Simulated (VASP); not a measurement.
# LiF (Fm-3m) in VASP: notebook

The runs below take LiF through electric field gradients, with PBE.

Program: VASP 6.6.1. These are calculated values, not measurements. Logs are shortened: lines on timing, memory, paths and dates and some standing lists are left out, and cuts for length are marked.

### Step 1. The cell of the first run

The structure is cubic, space group Fm-3m (No. 225). Conventional cell: a = 4.028 Å, b = 4.028 Å, c = 4.028 Å, α = 90.00°, β = 90.00°, γ = 90.00°. Li (site symmetry m-3m) has 6 F at 2.01 Å within 2.7 Å. Within 2.7 Å of F (site symmetry m-3m) lie 6 Li at 2.01 Å.

### Step 2. Electric field gradients, PBE

Contents of INCAR:

```
ALGO = Normal
EDIFF = 1E-8
ENCUT = 520
GGA = PE
ISIF = 2
ISMEAR = -1
LASPH = T
LCHARG = F
LEFG = T
LREAL = F
LWAVE = F
NBANDS = 12
NELM = 80
PREC = Accurate
SIGMA = 0.03
```

Contents of KPOINTS:

```
k-points
0
Gamma
  10 10 10
```

Contents of POSCAR:

```
LiF
1.0
    0.0000000000      2.0140000000      2.0140000000
    2.0140000000      0.0000000000      2.0140000000
    2.0140000000      2.0140000000      0.0000000000
Li F
1 1
Direct
    0.0000000000      0.0000000000      0.0000000000
    0.5000000000      0.5000000000      0.5000000000
```

Potentials or basis: VASP PAW PBE potentials, release 64 (Li_sv, F).

Command:

```
$ cat potpaw_PBE.64/Li_sv/POTCAR potpaw_PBE.64/F/POTCAR > POTCAR
$ mpirun -np 1 vasp_std > vasp.out
```

OUTCAR:

```text
EDIFF = 1E-8
   ENCUT = 520
   GGA = PE
   ISIF = 2
   ISMEAR = -1
   LASPH = T
   LREAL = F
   NELM = 80
   PREC = Accurate

 ion  position               nearest neighbor table
   1  0.000  0.000  0.000-   2 2.01   2 2.01   2 2.01   2 2.01   2 2.01   2 2.01
   2  0.500  0.500  0.500-   1 2.01   1 2.01   1 2.01   1 2.01   1 2.01   1 2.01

  LATTYP: Found a face centered cubic cell.
 ALAT       =     4.0280000000

  Lattice vectors:

 A1 = (   0.0000000000,   2.0140000000,   2.0140000000)
 A2 = (   2.0140000000,   0.0000000000,   2.0140000000)
 A3 = (   2.0140000000,   2.0140000000,   0.0000000000)

Analysis of symmetry for initial positions (statically):
=====================================================================
 Subroutine PRICEL returns:
 Original cell was already a primitive cell.

 Routine SETGRP: Setting up the symmetry group for a
 face centered cubic supercell.

 Subroutine GETGRP returns: Found 48 space group operations
 (whereof 48 operations were pure point group operations)
 out of a pool of 48 trial point group operations.

The static configuration has the point symmetry O_h .

Analysis of symmetry for dynamics (positions and initial velocities):
=====================================================================
 Subroutine PRICEL returns:
 Original cell was already a primitive cell.

 Routine SETGRP: Setting up the symmetry group for a
 face centered cubic supercell.

 Subroutine GETGRP returns: Found 48 space group operations
 (whereof 48 operations were pure point group operations)
 out of a pool of 48 trial point group operations.

The dynamic configuration has the point symmetry O_h .

 Subroutine INISYM returns: Found 48 space group operations
 (whereof 48 operations are pure point group operations),
 and found     1 'primitive' translations

----------------------------------------------------------------------------------------

                                     Primitive cell

  volume of cell :      16.3384

  direct lattice vectors                    reciprocal lattice vectors
     0.000000000  2.014000000  2.014000000    -0.248262165  0.248262165  0.248262165
     2.014000000  0.000000000  2.014000000     0.248262165 -0.248262165  0.248262165
     2.014000000  2.014000000  0.000000000     0.248262165  0.248262165 -0.248262165

  length of vectors
     2.848226115  2.848226115  2.848226115     0.430002683  0.430002683  0.430002683

  position of ions in fractional coordinates (direct lattice)
     0.000000000  0.000000000  0.000000000
     0.500000000  0.500000000  0.500000000

  ion indices of the primitive-cell ions
   primitive index   ion index
                 1           1
                 2           2

----------------------------------------------------------------------------------------

 KPOINTS: k-points

Automatic generation of k-mesh.
 Grid dimensions read from file:
 generate k-points for:   10   10   10

 Generating k-lattice:

  Cartesian coordinates                     Fractional coordinates (reciprocal lattice)
    -0.024826216  0.024826216  0.024826216     0.100000000  0.000000000  0.000000000
     0.024826216 -0.024826216  0.024826216     0.000000000  0.100000000  0.000000000
     0.024826216  0.024826216 -0.024826216     0.000000000  0.000000000  0.100000000

  Length of vectors
     0.043000268  0.043000268  0.043000268

  Shift w.r.t. Gamma in fractional coordinates (k-lattice)
     0.000000000  0.000000000  0.000000000

 Subroutine IBZKPT returns following result:
 ===========================================

 Found     47 irreducible k-points:

 Following reciprocal coordinates:
            Coordinates               Weight
  0.000000  0.000000  0.000000      1.000000
  0.100000  0.000000  0.000000      8.000000
  0.200000  0.000000  0.000000      8.000000
  0.300000  0.000000  0.000000      8.000000
  0.400000  0.000000  0.000000      8.000000
  0.500000  0.000000  0.000000      4.000000
[... 16 lines left out ...]
  0.300000  0.300000  0.000000      6.000000
  0.400000  0.300000  0.000000     24.000000
 [... further k-points ...]
   k-points           NKPTS =     47   k-points in BZ     NKDIM =     47   number of bands    NBANDS=     12
   number of dos      NEDOS =    301   number of ions     NIONS =      2
   total plane-waves  NPLWV =  13824
   dimension x,y,z NGX =    24 NGY =   24 NGZ =   24
   dimension x,y,z NGXF=    48 NGYF=   48 NGZF=   48
   ions per type =               1   1
   NGX,Y,Z   is equivalent  to a cutoff of  14.01, 14.01, 14.01 a.u.
   NGXF,Y,Z  is equivalent  to a cutoff of  28.02, 28.02, 28.02 a.u.
 SYSTEM =  unknown system
   PREC   = accura    normal or accurate (medium, high low for compatibility)
   ISTART =      0    job   : 0-new  1-cont  2-samecut
   ICHARG =      2    charge: 1-file 2-atom 10-const
   ISPIN  =      1    spin polarized calculation?
   LNONCOLLINEAR =      F non collinear calculations
   LSORBIT =      F    spin-orbit coupling
   LASPH  =      T    aspherical Exc in radial PAW
   ENCUT  =  520.0 eV  38.22 Ry    6.18 a.u.   5.30  5.30  5.30*2*pi/ulx,y,z
   NELM   =     80;   NELMIN=  2; NELMDL= -5     # of ELM steps
   EDIFF  = 0.1E-07   stopping-criterion for ELM
   LREAL  =      F    real-space projection
   EDIFFG = 0.1E-06   stopping-criterion for IOM
   NSW    =      0    number of steps for IOM
   IBRION =     -1    ionic relax: 0-MD 1-quasi-New 2-CG
   NFREE  =      0    steps in history (QN), initial steepest desc. (CG)
   ISIF   =      2    stress and relaxation
   ISYM   =      2    0-nonsym 1-usesym 2-fastsym
   POTIM  = 0.5000    time-step for ionic-motion
   TEBEG  =    0.0;   TEEND  =   0.0 temperature during run
   PSTRESS=    0.0 pullay stress
   NELECT =      10.0000    total number of electrons
   NUPDOWN=      -1.0000    fix difference up-down
   EMIN   =  10.00;   EMAX   =-10.00  energy-range for DOS
   EFERMI =   0.00;   METHOD = LEGACY
   ISMEAR =    -1;   SIGMA  =   0.03  broadening in eV -4-tet -1-fermi 0-gaus
   EFERMI_NEDOS =   21; number of points for ismear=-14 and -15
   IALGO  =     38    algorithm
   IMIX   =      4    mixing-type and parameters
     AMIX     =   0.40;   BMIX     =  1.00
     AMIX_MAG =   1.60;   BMIX_MAG =  1.00
  volume/ion in A,a.u.               =       8.17        55.13
  Fermi-wavevector in a.u.,A,eV,Ry     =   1.389970  2.626662 26.286674  1.932016
  Thomas-Fermi vector in A             =   2.513950
   LORBIT       =      0    0 simple, 1 ext, 2 COOP (PROOUT), +10 PAW based schemes
   GGA     = PE    functional components
   LHFCALC =     F    Hartree Fock is set to
   AEXX    =    0.0000 exact exchange contribution
   IVDW    =     0    specifies the selected vdW correction
   LEPSILON=     F    determine dielectric tensor
   LRPA    =     F    only Hartree local field effects (RPA)
 non-spin polarized calculation
  energy-cutoff  :      520.00
  volume of cell :       16.34
 maximum number of plane-waves:       459
 NGX is ok and might be reduce to    24
   NGX = 11   NGY = 11   NGZ = 11

 number of electron      10.0000000 magnetization

 number of electron       9.9999992 magnetization

 Free energy of the ion-electron system (eV)
  ---------------------------------------------------
  ext. energy  EPLUGINS =         0.00000000
  ---------------------------------------------------
  free energy    TOTEN  =        -9.63754859 eV

  energy without entropy =       -9.63754859  energy(sigma->0) =       -9.63754859

 E-fermi :  -0.3218     XC(G=0):  -9.9825

 val. band max:       -1.0187821880   @ k =   0.0000   0.0000   0.0000
 cond. band min:       8.0685214106   @ k =   0.0000   0.0000   0.0000
 fundamental gap:      9.0873035986
 Fermi energy:        -0.3217897756

 k-point     1 :       0.0000    0.0000    0.0000
  band No.  band energies     occupation
      1     -41.9385      2.00000
      2     -20.9937      2.00000
      3      -1.0188      2.00000
      4      -1.0188      2.00000
      5      -1.0188      2.00000
      6       8.0685      0.00000
      7      22.9475      0.00000
      8      22.9475      0.00000
      9      22.9475      0.00000
     10      23.3054      0.00000
     11      23.3054      0.00000
     12      23.3054      0.00000

 k-point     2 :       0.1000    0.0000    0.0000
  band No.  band energies     occupation
      1     -41.9328      2.00000
      2     -20.9540      2.00000
      3      -1.3064      2.00000
      4      -1.0418      2.00000
      5      -1.0417      2.00000
      6       8.3627      0.00000
      7      20.2635      0.00000
      8      21.6929      0.00000
      9      21.6929      0.00000
     10      24.3506      0.00000
     11      24.3506      0.00000
     12      24.3982      0.00000

 k-point     3 :       0.2000    0.0000    0.0000
  band No.  band energies     occupation
      1     -41.9181      2.00000
      2     -20.8496      2.00000
      3      -1.9956      2.00000
      4      -1.1006      2.00000
      5      -1.1006      2.00000
      6       9.0145      0.00000
      7      17.7983      0.00000
      8      20.2007      0.00000
      9      20.2007      0.00000
     10      25.3699      0.00000
     11      25.7000      0.00000
     12      25.7000      0.00000
[... 286 lines left out ...]
 k-point    23 :       0.3000    0.3000    0.0000
  band No.  band energies     occupation
      1     -41.8892      2.00000
      2     -20.5757      2.00000
      3      -2.9199      2.00000
      4      -1.6808      2.00000
      5      -1.6808      2.00000
      6      11.2404      0.00000
      7      16.9129      0.00000
      8      18.0237      0.00000
      9      19.3940      0.00000
     10      19.3940      0.00000
     11      33.4600      0.00000
     12      33.5629      0.00000

 k-point    24 :       0.4000    0.3000    0.0000
  band No.  band energies     occupation
      1     -41.8783      2.00000
      2     -20.4653      2.00000
      3      -3.3353      2.00000
      4      -1.8907      2.00000
      5      -1.7790      2.00000
      6      12.0625      0.00000
      7      15.7707      0.00000
      8      17.5195      0.00000
      9      19.1436      0.00000
     10      20.2087      0.00000
     11      32.9006      0.00000
     12      33.8930      0.00000

 [... further k-points ...]
[... 5 lines left out ...]
  --------------------------------------------------------------------------------------
  -------------------------------------------------------------------------------------
  Total        0.1709536      0.1709536      0.1709536      0.0000000      0.0000000      0.0000000
  in kB       16.7641067     16.7641067     16.7641067      0.0000000      0.0000000      0.0000000
  external PRESSURE =      16.7641067 kB  Pullay stress =       0.0000000 kB

 VOLUME and BASIS-vectors are now :
 -----------------------------------------------------------------------------
  energy-cutoff  :      520.00
  volume of cell :       16.34
      direct lattice vectors                 reciprocal lattice vectors
     0.000000000  2.014000000  2.014000000    -0.248262165  0.248262165  0.248262165
     2.014000000  0.000000000  2.014000000     0.248262165 -0.248262165  0.248262165
     2.014000000  2.014000000  0.000000000     0.248262165  0.248262165 -0.248262165

 POSITION                                       TOTAL-FORCE (eV/Angst)
 -----------------------------------------------------------------------------------
      0.00000      0.00000      0.00000        -0.000000     -0.000000      0.000000
      2.01400      2.01400      2.01400         0.000000      0.000000      0.000000
 -----------------------------------------------------------------------------------
    total drift:                               -0.000000     -0.000000      0.000000

  FREE ENERGIE OF THE ION-ELECTRON SYSTEM (eV)
  ---------------------------------------------------
  free  energy   TOTEN  =        -9.6375485856 eV

  energy  without entropy=       -9.6375485856  energy(sigma->0) =       -9.63754859

 Electric field gradients (V/A^2)
---------------------------------------------------------------------
 ion       V_xx      V_yy      V_zz      V_xy      V_xz      V_yz
---------------------------------------------------------------------
   1       0.000    -0.000    -0.000    -0.001    -0.001    -0.001
   2      -0.000    -0.000     0.000     0.000     0.000     0.000
---------------------------------------------------------------------

 Electric field gradients after diagonalization (V/A^2)
 (convention: |V_zz| > |V_xx| > |V_yy|)
----------------------------------------------------------------------
 ion       V_xx      V_yy      V_zz     asymmetry (V_yy - V_xx)/ V_zz
----------------------------------------------------------------------
   1       0.001     0.001    -0.002       0.000
   2      -0.000    -0.000     0.000       0.000
----------------------------------------------------------------------

           NMR quadrupolar parameters

 Cq : quadrupolar parameter    Cq=e*Q*V_zz/h
 eta: asymmetry parameters     (V_yy - V_xx)/ V_zz
 Q  : nuclear electric quadrupole moment in mb (millibarn)
----------------------------------------------------------------------
 ion       Cq(MHz)       eta       Q (mb)
----------------------------------------------------------------------
   1      -0.000       0.000       1.000
   2       0.000       0.000       1.000
----------------------------------------------------------------------
```

Run time: 8.3 s. Hardware: 1 thread of Intel Xeon Platinum 8259CL at 2.50GHz (Skylake/Cascade Lake), shared host; peak memory 0.13 GiB.

What came out:

```
Free energy            : -9.6375 eV
Band gap on the k mesh : 9.09 eV, direct
```

Levels at points of the mesh, in eV from the valence-band top:
| k point | band 2 | band 3 | band 4 | band 5 | band 6 | band 7 | band 8 | band 9 |
| --- | --- | --- | --- | --- | --- | --- | --- | --- |
| (0.00, 0.00, 0.00) | -19.97 | 0.00 | 0.00 | 0.00 | 9.09 | 23.97 | 23.97 | 23.97 |
| (0.50, 0.00, 0.00) | -19.54 | -2.52 | -0.23 | -0.23 | 10.77 | 16.74 | 18.90 | 18.90 |
| (0.50, 0.50, 0.00) | -19.27 | -3.00 | -1.00 | -1.00 | 14.81 | 16.47 | 17.45 | 20.24 |

Caveat: the cutoff is under 1.25 times the usual one of these potentials, so pressure, stress and relaxed cells hold a basis-set (Pulay) error; without QUAD_EFG the Cq values of the log hold for a quadrupole moment of 1 mb, not for the nuclei.

### Step 3. Electric field gradients, PBE (volume scaled by 0.9405)

Contents of INCAR:

```
SYSTEM = LiF
  PREC = Accurate
  ENCUT = 520
  EDIFF = 1E-8
  ISMEAR = -1
  SIGMA = 0.03
  LREAL = .False.
  LASPH = .True.
  NELM = 100
  ALGO = Normal
  ISIF = 2
  LWAVE = .False.
  LCHARG = .False.
  GGA = PE
  LEFG = .True.
  NBANDS = 12
```

Contents of KPOINTS:

```
Automatic mesh
0
Gamma
  10 10 10
  0 0 0
```

Contents of POSCAR:

```
LiF
1.0
    0.0000000000      1.9732361635      1.9732361635
    1.9732361635      0.0000000000      1.9732361635
    1.9732361635      1.9732361635      0.0000000000
Li F
1 1
Direct
    0.0000000000      0.0000000000      0.0000000000
    0.5000000000      0.5000000000      0.5000000000
```

Potentials or basis: VASP PAW PBE potentials, release 64 (Li_sv, F).

Command:

```
$ cat potpaw_PBE.64/Li_sv/POTCAR potpaw_PBE.64/F/POTCAR > POTCAR
$ mpirun -np 1 vasp_std > vasp.out
```

OUTCAR:

```text
SYSTEM = LiF
   PREC = Accurate
   ENCUT = 520
   EDIFF = 1E-8
   ISMEAR = -1
   LREAL = .False.
   LASPH = .True.
   NELM = 100
   ISIF = 2
   GGA = PE

 ion  position               nearest neighbor table
   1  0.000  0.000  0.000-   2 1.97   2 1.97   2 1.97   2 1.97   2 1.97   2 1.97
   2  0.500  0.500  0.500-   1 1.97   1 1.97   1 1.97   1 1.97   1 1.97   1 1.97

  LATTYP: Found a face centered cubic cell.
 ALAT       =     3.9464723270

  Lattice vectors:

 A1 = (   0.0000000000,   1.9732361635,   1.9732361635)
 A2 = (   1.9732361635,   0.0000000000,   1.9732361635)
 A3 = (   1.9732361635,   1.9732361635,   0.0000000000)

Analysis of symmetry for initial positions (statically):
=====================================================================
 Subroutine PRICEL returns:
 Original cell was already a primitive cell.

 Routine SETGRP: Setting up the symmetry group for a
 face centered cubic supercell.

[... 549 lines left out ...]
      direct lattice vectors                 reciprocal lattice vectors
     0.000000000  1.973236163  1.973236163    -0.253390856  0.253390856  0.253390856
     1.973236163  0.000000000  1.973236163     0.253390856 -0.253390856  0.253390856
     1.973236163  1.973236163  0.000000000     0.253390856  0.253390856 -0.253390856

 POSITION                                       TOTAL-FORCE (eV/Angst)
 -----------------------------------------------------------------------------------
      0.00000      0.00000      0.00000        -0.000000      0.000000      0.000000
      1.97324      1.97324      1.97324         0.000000     -0.000000     -0.000000
 -----------------------------------------------------------------------------------
    total drift:                               -0.000000     -0.000000      0.000000

  FREE ENERGIE OF THE ION-ELECTRON SYSTEM (eV)
  ---------------------------------------------------
  free  energy   TOTEN  =        -9.6090136992 eV

  energy  without entropy=       -9.6090136992  energy(sigma->0) =       -9.60901370

 Electric field gradients (V/A^2)
---------------------------------------------------------------------
 ion       V_xx      V_yy      V_zz      V_xy      V_xz      V_yz
---------------------------------------------------------------------
   1      -0.000    -0.000     0.000     0.001     0.001     0.001
   2      -0.000    -0.000    -0.000     0.002     0.002     0.002
---------------------------------------------------------------------

 Electric field gradients after diagonalization (V/A^2)
 (convention: |V_zz| > |V_xx| > |V_yy|)
----------------------------------------------------------------------
 ion       V_xx      V_yy      V_zz     asymmetry (V_yy - V_xx)/ V_zz
----------------------------------------------------------------------
   1      -0.001    -0.001     0.002       0.000
   2      -0.002    -0.002     0.004       0.000
----------------------------------------------------------------------

           NMR quadrupolar parameters

 Cq : quadrupolar parameter    Cq=e*Q*V_zz/h
 eta: asymmetry parameters     (V_yy - V_xx)/ V_zz
 Q  : nuclear electric quadrupole moment in mb (millibarn)
----------------------------------------------------------------------
 ion       Cq(MHz)       eta       Q (mb)
----------------------------------------------------------------------
   1       0.000       0.000       1.000
   2       0.000       0.000       1.000
----------------------------------------------------------------------
```

OSZICAR:

```text
N       E                     dE             d eps       ncg     rms          rms(c)
DAV:   1     0.302419458953E+02    0.30242E+02   -0.54293E+03  1168   0.862E+02
DAV:   2    -0.913315276221E+01   -0.39375E+02   -0.38575E+02  1360   0.187E+02
DAV:   3    -0.101103620956E+02   -0.97721E+00   -0.97450E+00  1464   0.257E+01
DAV:   4    -0.101205952254E+02   -0.10233E-01   -0.10233E-01  1268   0.277E+00
DAV:   5    -0.101207172071E+02   -0.12198E-03   -0.12198E-03  1480   0.220E-01    0.455E+00
DAV:   6    -0.959809811201E+01    0.52262E+00   -0.23990E+00  1252   0.980E+00    0.134E+00
DAV:   7    -0.960240193984E+01   -0.43038E-02   -0.20405E-02  1480   0.126E+00    0.849E-01
DAV:   8    -0.960892500286E+01   -0.65231E-02   -0.14012E-02  1380   0.123E+00    0.107E-01
DAV:   9    -0.960894226570E+01   -0.17263E-04   -0.91266E-04  1304   0.274E-01    0.417E-02
DAV:  10    -0.960901116400E+01   -0.68898E-04   -0.11821E-04  1296   0.869E-02    0.156E-02
DAV:  11    -0.960901277632E+01   -0.16123E-05   -0.60835E-06  1404   0.230E-02    0.296E-03
DAV:  12    -0.960901370449E+01   -0.92817E-06   -0.46038E-07  1348   0.583E-03    0.912E-04
DAV:  13    -0.960901369919E+01    0.53038E-08   -0.73532E-08  1344   0.250E-03
   1 F= -.96090137E+01 E0= -.96090137E+01  d E =-.167801E-12
```

It took 7.7 s on 1 thread of Intel Xeon Platinum 8259CL at 2.50GHz (Skylake/Cascade Lake), shared host; peak memory 0.13 GiB.

Results:

- Free energy: -9.6090 eV
- Band gap on the k mesh: 9.66 eV, direct

Caveat: the cutoff is under 1.25 times the usual one of these potentials, so pressure, stress and relaxed cells hold a basis-set (Pulay) error; without QUAD_EFG the Cq values of the log hold for a quadrupole moment of 1 mb, not for the nuclei.

[end of part 1 of 2]
